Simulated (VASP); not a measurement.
# C17O in VASP: further runs

The runs below take C17O through single point, with PBE+D3(BJ).

Everything below comes from runs of VASP 6.6.1. Logs are shortened: lines on timing, memory, paths and dates and some standing lists are left out, and cuts for length are marked.

**1. The cell of the first run**

The cell holds a slab with vacuum, 18 atoms: a = 4.930 Å, b = 4.413 Å, c = 23.665 Å, α = 90.00°, β = 90.00°, γ = 90.11°.

**2. Single point, PBE+D3(BJ)**

File INCAR:

```
  ALGO = Normal
  DIPOL = 0.5 0.5 0.313
  EDIFF = 1E-6
  ENCUT = 520
  GGA = PE
  IDIPOL = 3
  ISIF = 2
  ISMEAR = 0
  IVDW = 12
  LASPH = True
  LCHARG = True
  LDIPOL = True
  LELF = True
  LREAL = Auto
  LVACPOTAV = True
  LVHAR = True
  LWAVE = False
  NBANDS = 52
  NELM = 100
  PREC = Accurate
  SIGMA = 0.05
```

File KPOINTS:

```
k-points
0
Gamma
  6 6 1
```

File POSCAR:

```
C17O
1.0
    4.9298867130      0.0000000000      0.0000000000
   -0.0081547558      4.4132984516      0.0000000000
    0.0000000000      0.0000000000     23.6650337471
C O
17 1
Direct
    0.3745684085      0.7405378974      0.1690257467
    0.8745684085      0.7405378974      0.1690257467
    0.1243974091      0.6365956441      0.1920114160
    0.6243974091      0.6365956441      0.1920114160
    0.1240513173      0.4291046681      0.2380452569
    0.6240513173      0.4291046681      0.2380452569
    0.3738803179      0.3251624149      0.2610309261
    0.8738803179      0.3251624149      0.2610309261
    0.3735338584      0.1126520408      0.3070664644
    0.8735338584      0.1126520408      0.3070664644
    0.1233638388      0.0072945126      0.3289983678
    0.6233638388      0.0072945126      0.3289983678
    0.1229920122      0.7810454900      0.3748118563
    0.6229920122      0.7810454900      0.3748118563
    0.3728273188      0.6826774530      0.3936201337
    0.8728273188      0.6826774530      0.3936201337
    0.7478273188      1.4326774530      0.5774356332
    0.7478273188      1.4326774530      0.5288407310
```

Potentials or basis: VASP PAW PBE potentials, release 64 (C, O).

Run with:

```
$ cat potpaw_PBE.64/C/POTCAR potpaw_PBE.64/O/POTCAR > POTCAR
$ mpirun -np 1 vasp_std > vasp.out
```

OUTCAR:

```text
EDIFF = 1E-6
   ENCUT = 520
   GGA = PE
   ISIF = 2
   ISMEAR = 0
   IVDW = 12
   LASPH = True
   LREAL = Auto
   NELM = 100
   PREC = Accurate
 IVDW          = 12

 ion  position               nearest neighbor table
   1  0.375  0.741  0.169-   3 1.42   4 1.42
   2  0.875  0.741  0.169-   4 1.42   3 1.42
   3  0.124  0.637  0.192-   1 1.42   5 1.42   2 1.42
   4  0.624  0.637  0.192-   2 1.42   6 1.42   1 1.42
   5  0.124  0.429  0.238-   8 1.42   7 1.42   3 1.42
   6  0.624  0.429  0.238-   7 1.42   8 1.42   4 1.42
   7  0.374  0.325  0.261-   6 1.42   5 1.42   9 1.44
   8  0.874  0.325  0.261-   5 1.42   6 1.42  10 1.44
   9  0.374  0.113  0.307-  11 1.42  12 1.42   7 1.44
  10  0.874  0.113  0.307-  12 1.42  11 1.42   8 1.44
  11  0.123  0.007  0.329-   9 1.42  10 1.42  13 1.47
  12  0.623  0.007  0.329-  10 1.42   9 1.42  14 1.47
  13  0.123  0.781  0.375-  15 1.38  16 1.38  11 1.47
  14  0.623  0.781  0.375-  16 1.38  15 1.38  12 1.47
  15  0.373  0.683  0.394-  13 1.38  14 1.38
  16  0.873  0.683  0.394-  14 1.38  13 1.38
  17  0.748  0.433  0.577-  18 1.15
  18  0.748  0.433  0.529-  17 1.15

  Warning from LATTYP: Monoclinic adjustment (A1->A3, A2->A1, A3->A2)!
  LATTYP: Found a simple monoclinic cell.
 ALAT       =     4.4133059856
 B/A-ratio  =     5.3622009949
 C/A-ratio  =     1.1170507391
 COS(beta)  =    -0.0018477658

  Lattice vectors:

 A1 = (  -0.0081547558,   4.4132984516,   0.0000000000)
 A2 = (   0.0000000000,   0.0000000000,  23.6650337471)
 A3 = (   4.9298867130,   0.0000000000,   0.0000000000)

Analysis of symmetry for initial positions (statically):
=====================================================================
 Subroutine PRICEL returns:
 Original cell was already a primitive cell.

 Routine SETGRP: Setting up the symmetry group for a
 simple monoclinic supercell.

 Subroutine GETGRP returns: Found  1 space group operations
 (whereof  1 operations were pure point group operations)
 out of a pool of  4 trial point group operations.

The static configuration has the point symmetry C_1 .

Analysis of symmetry for dynamics (positions and initial velocities):
=====================================================================
 Subroutine PRICEL returns:
 Original cell was already a primitive cell.

 Routine SETGRP: Setting up the symmetry group for a
 simple monoclinic supercell.

 Subroutine GETGRP returns: Found  1 space group operations
 (whereof  1 operations were pure point group operations)
 out of a pool of  4 trial point group operations.

The dynamic configuration has the point symmetry C_1 .

 Subroutine INISYM returns: Found  1 space group operations
 (whereof  1 operations are pure point group operations),
 and found     1 'primitive' translations

----------------------------------------------------------------------------------------

                                     Primitive cell

  volume of cell :     514.8816

  direct lattice vectors                    reciprocal lattice vectors
     4.929886713  0.000000000  0.000000000     0.202844418  0.000374810  0.000000000
    -0.008154756  4.413298452  0.000000000     0.000000000  0.226587894  0.000000000
     0.000000000  0.000000000 23.665033747     0.000000000  0.000000000  0.042256437

  length of vectors
     4.929886713  4.413305986 23.665033747     0.202844764  0.226587894  0.042256437

  position of ions in fractional coordinates (direct lattice)
     0.374568408  0.740537897  0.169025747
     0.874568408  0.740537897  0.169025747
     0.124397409  0.636595644  0.192011416
     0.624397409  0.636595644  0.192011416
     0.124051317  0.429104668  0.238045257
     0.624051317  0.429104668  0.238045257
[... 10 lines left out ...]
     0.747827319  0.432677453  0.577435633
     0.747827319  0.432677453  0.528840731

  ion indices of the primitive-cell ions
   primitive index   ion index
                 1           1
                 2           2
                 3           3
                 4           4
                 5           5
                 6           6
[... 10 lines left out ...]
                17          17
                18          18

----------------------------------------------------------------------------------------

 KPOINTS: k-points

Automatic generation of k-mesh.
 Grid dimensions read from file:
 generate k-points for:    6    6    1

 Generating k-lattice:

  Cartesian coordinates                     Fractional coordinates (reciprocal lattice)
     0.033807403  0.000062468  0.000000000     0.166666667  0.000000000  0.000000000
     0.000000000  0.037764649  0.000000000     0.000000000  0.166666667  0.000000000
     0.000000000  0.000000000  0.042256437     0.000000000  0.000000000  1.000000000

  Length of vectors
     0.033807461  0.037764649  0.042256437

  Shift w.r.t. Gamma in fractional coordinates (k-lattice)
     0.000000000  0.000000000  0.000000000

 Subroutine IBZKPT returns following result:
 ===========================================

 Found     20 irreducible k-points:

 Following reciprocal coordinates:
            Coordinates               Weight
  0.000000  0.000000  0.000000      1.000000
  0.166667  0.000000  0.000000      2.000000
  0.333333  0.000000  0.000000      2.000000
  0.500000  0.000000  0.000000      1.000000
  0.000000  0.166667  0.000000      2.000000
  0.166667  0.166667  0.000000      2.000000
[... 12 lines left out ...]
  0.333333  0.500000  0.000000      2.000000
  0.500000  0.500000  0.000000      1.000000
   k-points           NKPTS =     20   k-points in BZ     NKDIM =     20   number of bands    NBANDS=     52
   number of dos      NEDOS =    301   number of ions     NIONS =     18
   total plane-waves  NPLWV = 259200
   dimension x,y,z NGX =    40 NGY =   36 NGZ =  180
   dimension x,y,z NGXF=    80 NGYF=   72 NGZF=  360
   ions per type =              17   1
   NGX,Y,Z   is equivalent  to a cutoff of  13.49, 13.56, 12.64 a.u.
   NGXF,Y,Z  is equivalent  to a cutoff of  26.98, 27.12, 25.29 a.u.
 SYSTEM =  unknown system
   PREC   = accura    normal or accurate (medium, high low for compatibility)
   ISTART =      0    job   : 0-new  1-cont  2-samecut
   ICHARG =      2    charge: 1-file 2-atom 10-const
   ISPIN  =      1    spin polarized calculation?
   LNONCOLLINEAR =      F non collinear calculations
   LSORBIT =      F    spin-orbit coupling
   LASPH  =      T    aspherical Exc in radial PAW
   ENCUT  =  520.0 eV  38.22 Ry    6.18 a.u.   9.17  8.21 44.00*2*pi/ulx,y,z
   NELM   =    100;   NELMIN=  2; NELMDL= -5     # of ELM steps
   EDIFF  = 0.1E-05   stopping-criterion for ELM
   LREAL  =      T    real-space projection
   EDIFFG = 0.1E-04   stopping-criterion for IOM
   NSW    =      0    number of steps for IOM
   IBRION =     -1    ionic relax: 0-MD 1-quasi-New 2-CG
   NFREE  =      0    steps in history (QN), initial steepest desc. (CG)
   ISIF   =      2    stress and relaxation
   ISYM   =      2    0-nonsym 1-usesym 2-fastsym
   POTIM  = 0.5000    time-step for ionic-motion
   TEBEG  =    0.0;   TEEND  =   0.0 temperature during run
   PSTRESS=    0.0 pullay stress
   NELECT =      74.0000    total number of electrons
   NUPDOWN=      -1.0000    fix difference up-down
   EMIN   =  10.00;   EMAX   =-10.00  energy-range for DOS
   EFERMI =   0.00;   METHOD = LEGACY
   ISMEAR =     0;   SIGMA  =   0.05  broadening in eV -4-tet -1-fermi 0-gaus
   EFERMI_NEDOS =   21; number of points for ismear=-14 and -15
   IALGO  =     38    algorithm
   IMIX   =      4    mixing-type and parameters
     AMIX     =   0.40;   BMIX     =  1.00
     AMIX_MAG =   1.60;   BMIX_MAG =  1.00
  volume/ion in A,a.u.               =      28.60       193.03
  Fermi-wavevector in a.u.,A,eV,Ry     =   0.857531  1.620498 10.005162  0.735359
  Thomas-Fermi vector in A             =   1.974598
   LORBIT       =      0    0 simple, 1 ext, 2 COOP (PROOUT), +10 PAW based schemes
   GGA     = PE    functional components
   LHFCALC =     F    Hartree Fock is set to
   AEXX    =    0.0000 exact exchange contribution
   IVDW    =    12    specifies the selected vdW correction
   LEPSILON=     F    determine dielectric tensor
   LRPA    =     F    only Hartree local field effects (RPA)
 non-spin polarized calculation
 Gauss-broadening in eV      SIGMA  =   0.05
  energy-cutoff  :      520.00
  volume of cell :      514.88
 maximum number of plane-waves:     13916
 NGX is ok and might be reduce to    40
   NGX = 19   NGY = 17   NGZ = 89

 dipolmoment           0.000000      0.000000      0.357122 electrons x Angstroem

 number of electron      74.0000002 magnetization

 dipolmoment           0.000000      0.000000     -0.043468 electrons x Angstroem

 Free energy of the ion-electron system (eV)
  ---------------------------------------------------
  ext. energy  EPLUGINS =         0.00000000
  ---------------------------------------------------
  free energy    TOTEN  =      -149.17759219 eV

  energy without entropy =     -149.15459101  energy(sigma->0) =     -149.16609160

 E-fermi :  -2.9082     XC(G=0):  -4.2218

 val. band max:       -2.9087873750   @ k =   0.5000   0.1667   0.0000
 cond. band min:      -2.8939618401   @ k =  -0.1667   0.3333   0.0000
 fundamental gap:      0.0148255349
 Fermi energy:        -2.9081861673

 k-point     1 :       0.0000    0.0000    0.0000
  band No.  band energies     occupation
      1     -26.4491      2.00000
      2     -21.9556      2.00000
      3     -20.8237      2.00000
      4     -19.1830      2.00000
      5     -17.7017      2.00000
      6     -17.6700      2.00000
[... 41 lines left out ...]
     48       2.6065      0.00000
     49       2.8865      0.00000

 k-point     2 :       0.1667    0.0000    0.0000
  band No.  band energies     occupation
      1     -26.4489      2.00000
      2     -21.8325      2.00000
      3     -20.7035      2.00000
      4     -19.0681      2.00000
      5     -18.9419      2.00000
      6     -17.9029      2.00000
[... 928 lines left out ...]
 k-point    20 :       0.5000    0.5000    0.0000
  band No.  band energies     occupation
      1     -26.4457      2.00000
      2     -20.6616      2.00000
      3     -20.6595      2.00000
      4     -19.7732      2.00000
      5     -19.7709      2.00000
      6     -18.3136      2.00000
[... 41 lines left out ...]
     48       4.2359      0.00000
     49       4.8162      0.00000
 [bands above 49 left out]

------------------------ aborting loop because EDIFF is reached ----------------------------------------

 Edisp (eV)   -1.93963

 E8    (eV) :    -0.5697

  FORCE on cell =-STRESS in cart. coord.  units (eV):
  Direction    XX          YY          ZZ          XY          YZ          ZX
  --------------------------------------------------------------------------------------
  -------------------------------------------------------------------------------------
  Total       2.57177    -0.11273    -1.13989     0.00771    -0.25849    -0.00933
  in kB       8.00267    -0.35079    -3.54704     0.02399    -0.80436    -0.02904
  external pressure =        1.37 kB  Pullay stress =        0.00 kB

 VOLUME and BASIS-vectors are now :
 -----------------------------------------------------------------------------
  energy-cutoff  :      520.00
  volume of cell :      514.88
      direct lattice vectors                 reciprocal lattice vectors
     4.929886713  0.000000000  0.000000000     0.202844418  0.000374810  0.000000000
    -0.008154756  4.413298452  0.000000000     0.000000000  0.226587894  0.000000000
     0.000000000  0.000000000 23.665033747     0.000000000  0.000000000  0.042256437

 POSITION                                       TOTAL-FORCE (eV/Angst)
 -----------------------------------------------------------------------------------
      1.84054      3.26821      4.00000        -0.002771     -1.161314      1.521158
      4.30548      3.26821      4.00000         0.002831     -1.162895      1.521157
      0.60807      2.80949      4.54396        -0.002767      1.857222     -2.295992
      3.07302      2.80949      4.54396        -0.004130      1.861626     -2.301208
      0.60806      1.89377      5.63335         0.003246     -0.844623      0.993774
      3.07300      1.89377      5.63335         0.003396     -0.845662      0.993732
[... 10 lines left out ...]
      3.68318      1.90953     13.66503         0.006328      0.005508     -0.739451
      3.68318      1.90953     12.51503        -0.009872     -0.007699      0.699712
 -----------------------------------------------------------------------------------
    total drift:                               -0.000557     -0.002022      0.006809

  FREE ENERGIE OF THE ION-ELECTRON SYSTEM (eV)
  ---------------------------------------------------
  free  energy   TOTEN  =      -151.1172227603 eV

  energy  without entropy=     -151.0942215885  energy(sigma->0) =     -151.10572217

 vacuum level on the upper side and lower side of the slab         3.069         3.431
```

Wall time 23 min (1 thread of Intel Xeon Platinum 8259CL at 2.50GHz (Skylake/Cascade Lake), shared host); peak memory 0.72 GiB.

Results:

| Property | Result |
| --- | --- |
| Free energy | -151.1172 eV |
| Largest force | 2.960 eV/Å |
| Band gap on the k mesh | zero (bands 37 and 38 overlap by 0.04 eV) |
| Dispersion energy per atom | -0.108 eV |

Forces in eV/Å, atoms in the order of the input:
```
C   -0.003 -1.161  1.521
C    0.003 -1.163  1.521
C   -0.003  1.857 -2.296
C   -0.004  1.862 -2.301
C    0.003 -0.845  0.994
C    0.003 -0.846  0.994
C    0.001  0.159 -0.218
C    0.000  0.160 -0.218
C   -0.006 -0.031  0.012
C    0.010 -0.027  0.009
C   -0.006  0.044 -0.042
C    0.010  0.034 -0.032
C   -0.008  0.001  0.015
C   -0.010 -0.055  0.078
C   -0.023 -0.017  0.040
C    0.036  0.029 -0.038
C    0.006  0.006 -0.739
O   -0.010 -0.008  0.700
```

**3. Single point, PBE+D3(BJ)**

File INCAR:

```
  ALGO = Normal
  DIPOL = 0.5 0.5 0.313
  EDIFF = 1E-6
  ENCUT = 520
  GGA = PE
  IDIPOL = 3
  ISIF = 2
  ISMEAR = 0
  IVDW = 12
  LASPH = T
  LCHARG = T
  LDIPOL = T
  LELF = T
  LREAL = Auto
  LVACPOTAV = T
  LVHAR = T
  LWAVE = F
  NBANDS = 52
  NELM = 100
  PREC = Accurate
  SIGMA = 0.05
```

KPOINTS is that of step 2.

Changes to POSCAR since step 2:

```diff
@@ -24,3 +24,3 @@
     0.8728273188      0.6826774530      0.3936201337
-    0.7478273188      1.4326774530      0.5774356332
-    0.7478273188      1.4326774530      0.5288407310
+    0.4978273188      0.9326774530      0.5774356332
+    0.4978273188      0.9326774530      0.5288407310
```

Potentials or basis: VASP PAW PBE potentials, release 64 (C, O).

Run with:

```
$ cat potpaw_PBE.64/C/POTCAR potpaw_PBE.64/O/POTCAR > POTCAR
$ mpirun -np 1 vasp_std > vasp.out
```

OUTCAR:

```text
EDIFF = 1E-6
   ENCUT = 520
   GGA = PE
   ISIF = 2
   ISMEAR = 0
   IVDW = 12
   LASPH = T
   LREAL = Auto
   NELM = 100
   PREC = Accurate
 IVDW          = 12

 ion  position               nearest neighbor table
   1  0.375  0.741  0.169-   3 1.42   4 1.42
   2  0.875  0.741  0.169-   4 1.42   3 1.42
   3  0.124  0.637  0.192-   1 1.42   5 1.42   2 1.42
   4  0.624  0.637  0.192-   2 1.42   6 1.42   1 1.42
   5  0.124  0.429  0.238-   8 1.42   7 1.42   3 1.42
   6  0.624  0.429  0.238-   7 1.42   8 1.42   4 1.42
   7  0.374  0.325  0.261-   6 1.42   5 1.42   9 1.44
[... 1290 lines left out ...]
  in kB       7.91056    -0.32566    -3.53037     0.00778    -0.77457     0.06153
  external pressure =        1.35 kB  Pullay stress =        0.00 kB

 VOLUME and BASIS-vectors are now :
 -----------------------------------------------------------------------------
  energy-cutoff  :      520.00
  volume of cell :      514.88
      direct lattice vectors                 reciprocal lattice vectors
     4.929886713  0.000000000  0.000000000     0.202844418  0.000374810  0.000000000
    -0.008154756  4.413298452  0.000000000     0.000000000  0.226587894  0.000000000
     0.000000000  0.000000000 23.665033747     0.000000000  0.000000000  0.042256437

 POSITION                                       TOTAL-FORCE (eV/Angst)
 -----------------------------------------------------------------------------------
      1.84054      3.26821      4.00000        -0.001650     -1.162786      1.520194
      4.30548      3.26821      4.00000         0.001664     -1.160936      1.520708
      0.60807      2.80949      4.54396        -0.003684      1.858700     -2.296905
      3.07302      2.80949      4.54396        -0.003134      1.861382     -2.299471
      0.60806      1.89377      5.63335         0.003188     -0.844286      0.994275
      3.07300      1.89377      5.63335         0.003464     -0.845207      0.993513
[... 10 lines left out ...]
      2.44663      4.11618     13.66503         0.002862     -0.001919     -0.741028
      2.44663      4.11618     12.51503         0.003985      0.007487      0.701976
 -----------------------------------------------------------------------------------
    total drift:                               -0.000549     -0.002019      0.006811

  FREE ENERGIE OF THE ION-ELECTRON SYSTEM (eV)
  ---------------------------------------------------
  free  energy   TOTEN  =      -151.1209501707 eV

  energy  without entropy=     -151.0978934692  energy(sigma->0) =     -151.10942182

 vacuum level on the upper side and lower side of the slab         3.064         3.428
```

It took 27 min on 1 thread of Oxide Virtual Turin-like, shared host; peak memory 0.69 GiB.

What came out:

- Free energy: -151.1210 eV
- Largest force: 2.958 eV/Å
- Band gap on the k mesh: zero (bands 37 and 38 overlap by 0.03 eV)
- Dispersion energy per atom: -0.108 eV

Forces on the atoms (eV/Å):
```
C   -0.002 -1.163  1.520
C    0.002 -1.161  1.521
C   -0.004  1.859 -2.297
C   -0.003  1.861 -2.299
C    0.003 -0.844  0.994
C    0.003 -0.845  0.994
C    0.000  0.159 -0.217
C    0.000  0.158 -0.218
C   -0.002 -0.025  0.008
C    0.006 -0.029  0.009
C    0.006  0.040 -0.037
C   -0.002  0.031 -0.030
C   -0.009 -0.009  0.027
C   -0.007 -0.033  0.052
C   -0.008  0.001 -0.015
C    0.009 -0.005  0.027
C    0.003 -0.002 -0.741
O    0.004  0.007  0.702
```

(Part 1 of 2 ends here.)
